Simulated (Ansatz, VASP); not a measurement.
**C: VASP beside Ansatz**

```
CELL_PARAMETERS angstrom
0.00000 1.78340 1.72990
1.78340 0.00000 1.72990
1.78340 1.78340 0.00000
ATOMIC_POSITIONS crystal
C 0.50000 0.50000 0.50000
C 0.75000 0.75000 0.75000
```

Change from the starting cell: strain +0.000 along x and y, -0.030 along z, atoms carried along.

Alike in both runs: task single point; functional PBE; k mesh 12 × 12 × 12; occupations gaussian, width 0.05 eV; no spin polarisation.

```csv
,VASP,Ansatz
version,VASP 6.6.1,Ansatz 0.2.0
potentials or method,"VASP PAW PBE potentials, release 64 (C), cutoff 520 eV","scalar-relativistic, plane waves, PAW"
valence electrons in the cell,8,8
```

|  | VASP | Ansatz | Ansatz less VASP |
| --- | --- | --- | --- |
| gap on the k mesh at the Fermi level (eV) | 3.44 | 3.45 | +0.006 |
| least direct gap on the mesh (eV) | 5.13 | 5.13 | +0.005 |
| pressure (GPa) | 16.7 | 15.9 | -0.80 |
| traceless stress, the component that is largest in VASP (GPa) | 18.88 | 18.90 | +0.019 |

With one functional, cell and mesh, what is left measures potentials, basis and numerics.
